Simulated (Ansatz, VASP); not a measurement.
**BaTiO3 in VASP and in Ansatz**

Contents of INCAR:

```
ALGO = Normal
EDIFF = 1E-6
ENCUT = 520
GGA = RE
ISIF = 2
ISMEAR = -1
LASPH = True
LCHARG = True
LELF = True
LREAL = False
LVHAR = True
LWAVE = False
NBANDS = 28
NELM = 80
PREC = Accurate
SIGMA = 0.05
```

File KPOINTS:

```
k-points
0
Gamma
  7 7 7
```

POSCAR

```
BaTiO3
1.0
    3.9998000000      0.0000000000      0.0000000000
    0.0000000000      3.9998000000      0.0000000000
    0.0000000000      0.0000000000      4.0180000000
Ba Ti O
1 1 3
Direct
    0.0000000000      0.0000000000      0.0000000000
    0.5000000000      0.5000000000      0.4900000000
    0.0000000000      0.5000000000      0.5170000000
    0.5000000000      0.0000000000      0.5170000000
    0.5000000000      0.5000000000      0.0190000000
```

The input input.yaml:

```yaml
crystal:
  lattice:
    - [3.9998, 0.0, 0.0]
    - [0.0, 3.9998, 0.0]
    - [0.0, 0.0, 4.018]
  atoms:
    - { symbol: Ba, position: [0.0, 0.0, 0.0] }
    - { symbol: Ti, position: [0.5, 0.5, 0.49] }
    - { symbol: O, position: [0.0, 0.5, 0.517] }
    - { symbol: O, position: [0.5, 0.0, 0.517] }
    - { symbol: O, position: [0.5, 0.5, 0.019] }
kpoints:
  mp_grid: { grid: [7, 7, 7] }
  band_path:
    path:
      - [0.0, 0.0, 0.0]
      - [0.0, 0.5, 0.0]
      - [0.5, 0.5, 0.0]
      - [0.0, 0.0, 0.0]
      - [0.0, 0.0, 0.5]
      - [0.0, 0.5, 0.5]
      - [0.5, 0.5, 0.5]
      - [0.0, 0.0, 0.5]
    npoints: 12
scf:
  occupations: { method: fermi_dirac, width: 0.05 }
hamiltonian:
  xc: revpbe
  pseudopotentials: { kind: all_electron, lapw: { basis_error: 0.002 } }
output:
  forces: true
  stress: true
  eigenvalues: true
```

Alike in both runs: functional revPBE; k mesh 7 × 7 × 7; occupations fermi-dirac, width 0.05 eV; no spin polarisation.

|  | VASP | Ansatz |
| --- | --- | --- |
| version | VASP 6.6.1 | Ansatz 0.2.0 |
| potentials or method | VASP PAW PBE potentials, release 64 (Ba_sv, Ti_sv, O), cutoff 520 eV | all-electron LAPW, scalar-relativistic |
| task | single point | band structure |

VASP gave:

```
gap on the k mesh at the Fermi level (eV)                     : 1.89
least direct gap on the mesh (eV)                             : 2.09
pressure (GPa)                                                : 7.3
traceless stress, the component that is largest in VASP (GPa) : 0.61
rms of the force components (eV/Å)                            : 0.090
```

Problem. Estimate Ansatz's values.

Solution. gap on the k mesh at the Fermi level (eV): 1.95; least direct gap on the mesh (eV): 2.11; pressure (GPa): 5.5; traceless stress, the component that is largest in VASP (GPa): 0.56; rms of the force components (eV/Å): 0.097.

VASP's potentials were made for PBE, not for revPBE. Atom by atom the forces differ by 0.016 eV/Å (rms over components). Ansatz ran all-electron here, and VASP with PAW potentials.

Neither program's run includes spin-orbit coupling.
